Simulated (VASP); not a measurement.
ZnSbO: single point with PBE

Crystal: ZnSbO.

```xyz
3
Lattice="3.5434 0.0000 0.0000 0.0000 3.5434 0.0000 0.0000 0.0000 5.1110" Properties=species:S:1:pos:R:3 pbc="T T T"
Zn    1.7717    1.7717    0.0000
Sb    1.7717    1.7717    2.5555
O     0.0000    0.0000    2.5555
```

The cell was generated, and may not be a known phase.

- Program: VASP 6.6.1
- Task: single point
- Functional: PBE
- Potentials or basis: VASP PAW PBE potentials, release 64 (Zn, Sb, O)
- Cutoff: 520 eV
- k mesh: 6 × 6 × 4
- Occupations: gaussian, width 0.1 eV
- Spin: no spin polarisation
- Dipole correction: no
- Further INCAR settings: ALGO = Normal; EDIFF = 1e-07; NBANDS = 18

```yaml
Pressure: -4.0 GPa
Band_gap_on_the_k_mesh: zero (an odd number of electrons rules out a gap without spin polarisation)
```

Stress tensor (GPa, compression positive):
```
-9.80  0.00  0.00
 0.00 -9.80  0.00
 0.00  0.00  7.55
```

Levels at points of the mesh, in eV from the Fermi level:
```
           k point  band 9  band 10  band 11  band 12  band 13  band 14
(0.00, 0.00, 0.00)   -3.98    -3.98    -2.57    -0.61     3.79     3.79
(0.50, 0.00, 0.00)   -2.75    -2.54    -2.45    -2.03     0.23     2.05
(0.50, 0.50, 0.00)   -6.07    -2.29    -1.84     0.79     1.33     1.33
(0.00, 0.00, 0.50)   -3.92    -3.92    -1.68     3.95     4.60     4.60
(0.50, 0.00, 0.50)   -3.06    -3.00    -1.45    -0.92     1.00     2.50
(0.50, 0.50, 0.50)   -5.82    -3.48    -2.38     1.08     1.08     3.25
```

Run time: 16 s on 1 thread of Intel(R) Xeon(R) 6975P-C (Granite Rapids) (shared host), peak memory 0.2 GiB.

Caveat: the stress differs along the axes, from -10 to 8 GPa; spin-orbit coupling is left out, which moves the levels of the heavy elements; an odd number of electrons without spin polarisation forces a metal; a magnetic or distorted state may lie lower.
